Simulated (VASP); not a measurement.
Input of a VASP 6.6.1 run:

File INCAR:

```
PREC     = Accurate       # precision mode
ENCUT    = 400            # plane-wave cutoff, eV
EDIFF    = 1E-6           # SCF threshold, eV
ISMEAR   = 0              # smearing method
SIGMA    = 0.02           # smearing width, eV
LREAL    = False          # projectors in reciprocal space
LASPH    = True           # aspherical terms in the spheres
NELM     = 120            # most SCF steps
ALGO     = Normal         # electronic algorithm
ISIF     = 2              # what is computed and relaxed
LWAVE    = False          # write WAVECAR
LCHARG   = True           # write CHGCAR
LDIPOL   = True         
IDIPOL   = 3            
DIPOL    = 0.5 0.5 0.294
GGA      = PE             # functional
LELF     = True           # ELF
LVHAR    = True         
LVACPOTAV= True         
NBANDS   = 15             # bands
GGA_COMPAT= False        
NELMDL   = -8
```

The input KPOINTS:

```
Automatic mesh
0
Gamma
  8 8 1
```

The input POSCAR:

```
CaSe
1.0
    4.0316448784      0.0000000000      0.0000000000
    0.0000000000      4.0316448784      0.0000000000
    0.0000000000      0.0000000000     23.8000000000
Ca Se
1 1
Direct
    0.0000000000      0.0000000000      0.2941176471
    0.5000000000      0.5000000000      0.2941176471
```

Potentials or basis: VASP PAW PBE potentials, release 64 (Ca_sv, Se).

The run is started by

```sh
$ cat potpaw_PBE.64/Ca_sv/POTCAR potpaw_PBE.64/Se/POTCAR > POTCAR
$ mpirun -np 1 vasp_std > vasp.out
```

Problem. Estimate the band gap on the k mesh.

Solution. 2.49 eV.
